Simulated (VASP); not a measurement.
Input of a VASP 6.6.1 run:

The input INCAR:

```
PREC = Accurate
ENCUT = 520
EDIFF = 1E-6
ISMEAR = 0
SIGMA = 0.1
LREAL = Auto
LASPH = True
NELM = 60
ALGO = Fast
ISIF = 2
LWAVE = False
LCHARG = True
GGA = PS
LELF = True
LVHAR = True
NBANDS = 118
ISYM = 0
```

KPOINTS

```
Automatic mesh
0
Gamma
  3 3 3
```

Contents of POSCAR:

```
Nb2Cu4Rh7Au3
1.0
   -3.8388509577      3.8663826260     -3.8317483688
    3.8632680875      3.8614183775      3.8023669904
    3.8530854791     -3.8370012477     -3.8166015119
Cu Nb Rh Au
4 2 7 3
Direct
    0.5121028752      0.7583721280      0.7485315018
   -0.0034436560      0.0124030514      0.0003476396
    0.2566048771      0.5008405287      0.2522201416
    0.7514999823      0.2412905799     -0.0041262003
    1.0189124111      0.5221923831      0.5073786594
    0.7481599896      0.9716875407      0.2618062664
    0.2465408742      0.9955190481      0.7402762320
   -0.0009666259      0.2426300113      0.7429900999
    0.5007678785     -0.0022874365      0.5038213996
    0.2315935306      0.2558670115      0.4933651375
    0.7594577119      0.7587621536      0.5115631818
    0.0072214366      0.7498527973      0.2600152859
    0.4955193509      0.5072016597     -0.0007707832
    0.7436479019      0.4971264730      0.7582322031
    0.5021556583      0.2539098319      0.2461372833
    0.2453930747      0.7492576853      1.0014344721
```

Potentials or basis: VASP PAW PBE potentials, release 64 (Cu, Nb_sv, Rh_pv, Au).

The run is started by

```sh
$ cat potpaw_PBE.64/Cu/POTCAR potpaw_PBE.64/Nb_sv/POTCAR potpaw_PBE.64/Rh_pv/POTCAR potpaw_PBE.64/Au/POTCAR > POTCAR
$ mpirun -np 1 vasp_std > vasp.out
```

Problem. Estimate the pressure.

Solution. 0.1 GPa.

Problem. Estimate the band gap on the k mesh.

Solution. Zero (bands 104 and 105 overlap by 0.38 eV).

Forces on the atoms (eV/Å):
```
Cu   0.006  0.005 -0.018
Cu  -0.022 -0.004 -0.014
Cu  -0.009  0.010  0.000
Cu   0.024 -0.001  0.003
Nb  -0.015 -0.036 -0.013
Nb   0.022 -0.017  0.012
Rh   0.029  0.023 -0.019
Rh   0.001  0.007  0.013
Rh  -0.013  0.000  0.022
Rh  -0.001  0.007 -0.003
Rh   0.003 -0.009 -0.012
Rh  -0.017 -0.001 -0.009
Rh  -0.018  0.019 -0.011
Au  -0.016 -0.012  0.015
Au   0.001  0.003  0.012
Au   0.025  0.006  0.020
```

Caveat: the k points lie up to 0.38 Å⁻¹ apart; the PAW data sets were made with another functional, which shifts forces and pressure a little; spin-orbit coupling is left out, which moves the levels of the heavy elements.
